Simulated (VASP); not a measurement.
Input of a VASP 6.6.1 run:

Contents of INCAR:

```
SYSTEM = Ir
PREC = Accurate ; ENCUT = 500
EDIFF = 1E-6 ; ISMEAR = 0
SIGMA = 0.15 ; LREAL = .False.
LASPH = .True. ; NELM = 120
ALGO = Normal ; ISIF = 2
LWAVE = .False. ; LCHARG = .True.
GGA = CA ; LELF = .True.
LVHAR = .True. ; NBANDS = 16
GGA_COMPAT = .False.
```

The input KPOINTS:

```
regular mesh
0
Gamma
  18 18 10
  0 0 0
```

Contents of POSCAR:

```
Ir
1.0
    2.6512000000      0.0000000000      0.0000000000
   -1.3256000000      2.2960065505      0.0000000000
    0.0000000000      0.0000000000      4.3862420605
Ir
2
Direct
    0.6666666667      0.3333333333      0.7500000000
    0.3333333333      0.6666666667      0.2500000000
```

Potentials or basis: VASP PAW LDA potentials, release 64 (Ir).

Command:

```bash
$ cat potpaw_LDA.64/Ir/POTCAR > POTCAR
$ mpirun -np 1 vasp_std > vasp.out
```

Q: Predict the band gap on the k mesh.

A: Zero (bands 9 and 10 overlap by 3.82 eV).

Q: Estimate the pressure.

A: 21.1 GPa.

Stress tensor (GPa, compression positive):
```
24.32  0.00  0.00
 0.00 24.32  0.00
 0.00  0.00 14.76
```

Caveat: the stress differs along the axes, from 15 to 24 GPa; spin-orbit coupling is left out, which moves the levels of the heavy elements.
